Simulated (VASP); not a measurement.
# CuO in VASP: further runs

CuO is run at these levels: BLYP+D3(BJ)+U, PBEsol+U; tasks: single point.

Program: VASP 6.6.1. These are calculated values, not measurements. Logs are shortened: lines on timing, memory, paths and dates and some standing lists are left out, and cuts for length are marked.

## Step 1: The cell of the first run

The typed cell holds 4 atoms: a = 2.913 Å, b = 2.913 Å, c = 5.233 Å, α = 90.01°, β = 90.01°, γ = 89.24°.

## Step 2: Single point, BLYP+D3(BJ)+U, collinear spin, ferromagnetic start

INCAR reads:

```
SYSTEM = CuO
AGGAC = 1.0
AGGAX = 1.0
ALDAC = 0.0
ALDAX = 1.0
ALGO = Normal
EDIFF = 1E-6
ENCUT = 520
GGA = B5
ISIF = 2
ISMEAR = 0
ISPIN = 2
IVDW = 12
LASPH = .True.
LCHARG = .False.
LDAU = .True.
LDAUJ = 0 0
LDAUL = 2 -1
LDAUPRINT = 1
LDAUTYPE = 2
LDAUU = 4 0
LMAXMIX = 4
LORBIT = 11
LREAL = .False.
LWAVE = .False.
MAGMOM = 0.63 0.63 0.36 0.36
NBANDS = 29
NELM = 150
PREC = Accurate
SIGMA = 0.05
VDW_A1 = 0.4298
VDW_A2 = 4.2359
VDW_S6 = 1.0
VDW_S8 = 2.6996
```

KPOINTS reads:

```
k-points
0
Gamma
  8 8 6
  0 0 0
```

POSCAR reads:

```
CuO
1.0
    2.0672857329     -2.0461950922      0.1621362407
    2.0672857329      2.0461950922      0.1621362407
   -0.4099321863      0.0000000000      5.2167388670
Cu O
2 2
Direct
    0.0000000000      0.5000000000      0.0000000000
    0.5000000000      0.0000000000      0.5000000000
    0.5000463569      0.4999536431      0.2500000000
    0.4999536431      0.5000463569      0.7500000000
```

Potentials or basis: VASP PAW PBE potentials, release 64 (Cu, O).

On the command line:

```console
> cat potpaw_PBE.64/Cu/POTCAR potpaw_PBE.64/O/POTCAR > POTCAR
> mpirun -np 1 vasp_std > vasp.out
```

OUTCAR:

```text
SYSTEM = CuO
   EDIFF = 1E-6
   ENCUT = 520
   GGA = B5
   ISIF = 2
   ISMEAR = 0
   ISPIN = 2
   IVDW = 12
   LASPH = .True.
   LORBIT = 11
   LREAL = .False.
   NELM = 150
   PREC = Accurate
 IVDW          = 12

 ion  position               nearest neighbor table
   1  0.000  0.500  0.000-   3 1.96   4 1.96   4 1.96   3 1.96
   2  0.500  0.000  0.500-   4 1.96   3 1.96   4 1.96   3 1.96
   3  0.500  0.500  0.250-   2 1.96   1 1.96   2 1.96   1 1.96
   4  0.500  0.500  0.750-   1 1.96   2 1.96   2 1.96   1 1.96

  LATTYP: Found a base centered monoclinic cell.
 ALAT       =     4.1472682392
 B/A-ratio  =     0.9867676621
 C/A-ratio  =     1.2617511208
 COS(beta)  =    -0.0001497132

  Lattice vectors:

 A1 = (   2.0672857329,  -2.0461950922,   0.1621362407)
 A2 = (   2.0672857329,   2.0461950922,   0.1621362407)
 A3 = (  -0.4099321863,   0.0000000000,   5.2167388670)

Analysis of symmetry for initial positions (statically):
=====================================================================
 Subroutine PRICEL returns:
 Original cell was already a primitive cell.

 Routine SETGRP: Setting up the symmetry group for a
 base centered monoclinic supercell.

 Subroutine GETGRP returns: Found  4 space group operations
 (whereof  2 operations were pure point group operations)
 out of a pool of  4 trial point group operations.

The static configuration has the point symmetry S_2 .
 The point group associated with its full space group is C_2h.

Analysis of symmetry for dynamics (positions and initial velocities):
=====================================================================
 Subroutine PRICEL returns:
 Original cell was already a primitive cell.

 Routine SETGRP: Setting up the symmetry group for a
 base centered monoclinic supercell.

 Subroutine GETGRP returns: Found  4 space group operations
 (whereof  2 operations were pure point group operations)
 out of a pool of  4 trial point group operations.

The dynamic configuration has the point symmetry S_2 .
 The point group associated with its full space group is C_2h.

Analysis of structural, dynamic, and magnetic symmetry:
=====================================================================
 Subroutine PRICEL returns:
 Original cell was already a primitive cell.

 Routine SETGRP: Setting up the symmetry group for a
 base centered monoclinic supercell.

 Subroutine GETGRP returns: Found  4 space group operations
 (whereof  2 operations were pure point group operations)
 out of a pool of  4 trial point group operations.

The overall configuration has the point symmetry S_2 .
 The point group associated with its full space group is C_2h.

 Subroutine INISYM returns: Found  4 space group operations
 (whereof  2 operations are pure point group operations),
 and found     1 'primitive' translations

----------------------------------------------------------------------------------------

                                     Primitive cell

  volume of cell :      44.4063

  direct lattice vectors                    reciprocal lattice vectors
     2.067285733 -2.046195092  0.162136241     0.240381561 -0.244355977  0.018889222
     2.067285733  2.046195092  0.162136241     0.240381561  0.244355977  0.018889222
    -0.409932186  0.000000000  5.216738867    -0.014942118  0.000000000  0.190516484

  length of vectors
[... 150 lines left out ...]

  o =  0.4215  v =  0.0000  0.0000  0.0000  0.0000  0.0000  0.0547 -0.6992  0.0961  0.7042 -0.0558      0.0000  0.0000  0.0000  0.0000  0.0000  0.0000  0.0000  0.0000  0.0000  0.0000
  o =  0.9398  v =  0.0000  0.0000  0.0000  0.0000  0.0000  0.8749  0.0688 -0.4750  0.0646 -0.0071      0.0000  0.0000  0.0000  0.0000  0.0000  0.0000  0.0000  0.0000  0.0000  0.0000
  o =  0.9476  v =  0.8849  0.0696 -0.4564  0.0619 -0.0080  0.0000  0.0000  0.0000  0.0000  0.0000      0.0000  0.0000  0.0000  0.0000  0.0000  0.0000  0.0000  0.0000  0.0000  0.0000
  o =  0.9656  v =  0.0000  0.0000  0.0000  0.0000  0.0000 -0.0063 -0.0001 -0.0072 -0.0776 -0.9969      0.0000  0.0000  0.0000  0.0000  0.0000  0.0000  0.0000  0.0000  0.0000  0.0000
  o =  0.9670  v =  0.0000  0.0000  0.0000  0.0000  0.0000 -0.0559  0.7107  0.0950  0.6927 -0.0544      0.0000  0.0000  0.0000  0.0000  0.0000  0.0000  0.0000  0.0000  0.0000  0.0000
  o =  0.9733  v = -0.0558  0.7097  0.0951  0.6936 -0.0550  0.0000  0.0000  0.0000  0.0000  0.0000      0.0000  0.0000  0.0000  0.0000  0.0000  0.0000  0.0000  0.0000  0.0000  0.0000
  o =  0.9742  v =  0.0076  0.0007  0.0078  0.0780  0.9969  0.0000  0.0000  0.0000  0.0000  0.0000      0.0000  0.0000  0.0000  0.0000  0.0000  0.0000  0.0000  0.0000  0.0000  0.0000
  o =  0.9764  v =  0.0000  0.0000  0.0000  0.0000  0.0000  0.4779  0.0372  0.8695 -0.1188 -0.0000      0.0000  0.0000  0.0000  0.0000  0.0000  0.0000  0.0000  0.0000  0.0000  0.0000
  o =  0.9801  v =  0.4592  0.0358  0.8794 -0.1204 -0.0009  0.0000  0.0000  0.0000  0.0000  0.0000      0.0000  0.0000  0.0000  0.0000  0.0000  0.0000  0.0000  0.0000  0.0000  0.0000
  o =  1.0248  v =  0.0549 -0.7001  0.0961  0.7032 -0.0557  0.0000  0.0000  0.0000  0.0000  0.0000      0.0000  0.0000  0.0000  0.0000  0.0000  0.0000  0.0000  0.0000  0.0000  0.0000

atom =   2  type =  1  l = 2

 onsite density matrix

spin component  1

  0.9548 -0.0035 -0.0134 -0.0002 -0.0000
 -0.0035  0.9985  0.0024  0.0255 -0.0020
 -0.0134  0.0024  0.9737  0.0035 -0.0004
 -0.0002  0.0255  0.0035  0.9988 -0.0019
 -0.0000 -0.0020 -0.0004 -0.0019  0.9744

spin component  2

  0.9467  0.0194 -0.0124  0.0231 -0.0018
  0.0194  0.7002 -0.0378 -0.2684  0.0213
 -0.0124 -0.0378  0.9630 -0.0370  0.0028
  0.0231 -0.2684 -0.0370  0.6965  0.0213
 -0.0018  0.0213  0.0028  0.0213  0.9639

 occupancies and eigenvectors

  o =  0.4215  v =  0.0000  0.0000  0.0000  0.0000  0.0000 -0.0547  0.6992  0.0961  0.7042 -0.0558      0.0000  0.0000  0.0000  0.0000  0.0000  0.0000  0.0000  0.0000  0.0000  0.0000
  o =  0.9398  v =  0.0000  0.0000  0.0000  0.0000  0.0000  0.8749  0.0688  0.4750 -0.0646  0.0071      0.0000  0.0000  0.0000  0.0000  0.0000  0.0000  0.0000  0.0000  0.0000  0.0000
  o =  0.9476  v =  0.8849  0.0696  0.4564 -0.0619  0.0080  0.0000  0.0000  0.0000  0.0000  0.0000      0.0000  0.0000  0.0000  0.0000  0.0000  0.0000  0.0000  0.0000  0.0000  0.0000
  o =  0.9656  v =  0.0000  0.0000  0.0000  0.0000  0.0000  0.0063  0.0001 -0.0072 -0.0776 -0.9969      0.0000  0.0000  0.0000  0.0000  0.0000  0.0000  0.0000  0.0000  0.0000  0.0000
  o =  0.9670  v =  0.0000  0.0000  0.0000  0.0000  0.0000  0.0559 -0.7107  0.0950  0.6927 -0.0544      0.0000  0.0000  0.0000  0.0000  0.0000  0.0000  0.0000  0.0000  0.0000  0.0000
  o =  0.9733  v =  0.0558 -0.7097  0.0951  0.6936 -0.0550  0.0000  0.0000  0.0000  0.0000  0.0000      0.0000  0.0000  0.0000  0.0000  0.0000  0.0000  0.0000  0.0000  0.0000  0.0000
  o =  0.9742  v = -0.0076 -0.0007  0.0078  0.0780  0.9969  0.0000  0.0000  0.0000  0.0000  0.0000      0.0000  0.0000  0.0000  0.0000  0.0000  0.0000  0.0000  0.0000  0.0000  0.0000
  o =  0.9764  v =  0.0000  0.0000  0.0000  0.0000  0.0000  0.4779  0.0372 -0.8695  0.1188  0.0000      0.0000  0.0000  0.0000  0.0000  0.0000  0.0000  0.0000  0.0000  0.0000  0.0000
  o =  0.9801  v =  0.4592  0.0358 -0.8794  0.1204  0.0009  0.0000  0.0000  0.0000  0.0000  0.0000      0.0000  0.0000  0.0000  0.0000  0.0000  0.0000  0.0000  0.0000  0.0000  0.0000
  o =  1.0248  v = -0.0549  0.7001  0.0961  0.7032 -0.0557  0.0000  0.0000  0.0000  0.0000  0.0000      0.0000  0.0000  0.0000  0.0000  0.0000  0.0000  0.0000  0.0000  0.0000  0.0000

 number of electron      34.0000013 magnetization       1.9603110

 Free energy of the ion-electron system (eV)
  ---------------------------------------------------
  ext. energy  EPLUGINS =         0.00000000
  ---------------------------------------------------
  free energy    TOTEN  =       -15.82315298 eV

  energy without entropy =      -15.82276046  energy(sigma->0) =      -15.82295672

 E-fermi :   4.8555     XC(G=0): -10.7622

 val. band max:        4.8061785533   @ k =   0.5000   0.3750   0.0000
 cond. band min:       4.8684039507   @ k =   0.3750   0.3750   0.0000
 fundamental gap:      0.0622253973
 Fermi energy:         4.8554886773

 spin component 1

 k-point     1 :       0.0000    0.0000    0.0000
  band No.  band energies     occupation
      1     -14.4307      1.00000
      2     -13.1913      1.00000
      3      -3.2167      1.00000
      4      -1.9905      1.00000
      5      -1.9685      1.00000
      6      -0.2592      1.00000
[... 1529 lines left out ...]
     28      23.2847      0.00000
     29      26.0314      0.00000

 [... further k-points ...]

------------------------ aborting loop because EDIFF is reached ----------------------------------------

 Edisp (eV)   -2.23663

 E8    (eV) :    -1.5501

  FORCE on cell =-STRESS in cart. coord.  units (eV):
  Direction    XX          YY          ZZ          XY          YZ          ZX
  --------------------------------------------------------------------------------------
  -------------------------------------------------------------------------------------
  Total      -0.71587    -0.68918    -0.88307     0.00000     0.00000     0.01286
  in kB     -25.82856   -24.86551   -31.86112     0.00000     0.00000     0.46410
  external pressure =      -27.52 kB  Pullay stress =        0.00 kB

 VOLUME and BASIS-vectors are now :
 -----------------------------------------------------------------------------
  energy-cutoff  :      520.00
  volume of cell :       44.41
      direct lattice vectors                 reciprocal lattice vectors
     2.067285733 -2.046195092  0.162136241     0.240381561 -0.244355977  0.018889222
     2.067285733  2.046195092  0.162136241     0.240381561  0.244355977  0.018889222
    -0.409932186  0.000000000  5.216738867    -0.014942118  0.000000000  0.190516484

 POSITION                                       TOTAL-FORCE (eV/Angst)
 -----------------------------------------------------------------------------------
      1.03364      1.02310      0.08107         0.000000      0.000000     -0.000000
      0.82868     -1.02310      2.68944         0.000000      0.000000     -0.000000
      1.96480     -0.00019      1.46632         0.000000     -0.000149      0.000000
      1.75984      0.00019      4.07469        -0.000000      0.000149      0.000000
 -----------------------------------------------------------------------------------
    total drift:                                0.000000      0.000000     -0.000000

  FREE ENERGIE OF THE ION-ELECTRON SYSTEM (eV)
  ---------------------------------------------------
  free  energy   TOTEN  =       -18.0597866499 eV

  energy  without entropy=      -18.0593941332  energy(sigma->0) =      -18.05959039

 total charge

# of ion       s       p       d       tot
------------------------------------------
    1        0.388   0.380   9.150   9.918
    2        0.388   0.380   9.150   9.918
    3        1.550   3.443   0.000   4.993
    4        1.550   3.443   0.000   4.993
--------------------------------------------------
tot          3.877   7.647  18.299  29.823

 magnetization (x)

# of ion       s       p       d       tot
------------------------------------------
    1       -0.007   0.001   0.630   0.625
    2       -0.007   0.001   0.630   0.625
    3        0.021   0.294   0.000   0.314
    4        0.021   0.294   0.000   0.314
--------------------------------------------------
tot          0.028   0.590   1.260   1.879
```

It took 9.9 min on 1 thread of AMD EPYC 7R13, shared host; peak memory 0.31 GiB.

What came out:

| Item | Value |
| --- | --- |
| Free energy | -18.0598 eV |
| Pressure | -2.8 GPa |
| Band gap on the k mesh | zero (filled and empty bands overlap) |
| Net moment | 1.96 μB per cell |
| Site moments | Cu +0.62; O +0.31 μB |
| Valence electrons inside the program's atomic spheres | Cu 9.92; O 4.99 |
| Dispersion energy per atom | -0.559 eV |

Eigenvalues of the final occupation matrices:
```csv
site,spin,trace,eigenvalues
site 1 d,1,4.90,0.95 0.97 0.97 0.98 1.02
site 1 d,2,4.27,0.42 0.94 0.97 0.97 0.98
site 2 d,1,4.90,0.95 0.97 0.97 0.98 1.02
site 2 d,2,4.27,0.42 0.94 0.97 0.97 0.98
```

Caveat: the PAW data sets were made with another functional, which shifts forces and pressure a little; pairwise dispersion overbinds metals, which lowers pressure and volume. The state reached can hang on the start; a lower one may exist.

(Part 1 of 2 ends here.)
